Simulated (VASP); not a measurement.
SrCl2: single point with r2SCAN

The system is SrCl2.

```xyz
3
Lattice="0.0000 3.4977 3.4977 3.4977 0.0000 3.4977 3.4977 3.4977 0.0000" Properties=species:S:1:pos:R:3 pbc="T T T"
Sr    0.0000    0.0000    0.0000
Cl    1.7489    1.7489    1.7489
Cl    5.2466    5.2466    5.2466
```

```json
{"Program": "VASP 6.6.1", "Task": "single point", "Functional": "r2SCAN", "Potentials or basis": "VASP PAW PBE potentials, release 64 (Sr_sv, Cl)", "Cutoff": "550 eV", "k mesh": "4 × 4 × 4", "Occupations": "methfessel-paxton, width 0.5 eV", "Spin": "no spin polarisation"}
```

```
Pressure               : -0.1 GPa
Band gap on the k mesh : 5.94 eV (least direct gap 6.00 eV)
```

Levels at points of the mesh, in eV from the valence-band top:
```
           k point  band 9  band 10  band 11  band 12  band 13  band 14  band 15  band 16
(0.00, 0.00, 0.00)   -2.12    -0.34    -0.34    -0.34     5.94     6.70     6.70     9.62
(0.50, 0.00, 0.00)   -1.47    -1.33    -1.06    -1.06     7.29     7.29     8.22     8.23
(0.50, 0.50, 0.00)   -1.90    -0.39    -0.39     0.00     6.00     7.77     8.21     8.69
```

Wall time 60 s on 1 thread of AMD EPYC 7R13 Processor (Zen 3), with other jobs on the host, peak memory 0.22 GiB.

Caveat: the PAW data sets were made with another functional, which shifts forces and pressure a little. A k mesh can miss the band edges.
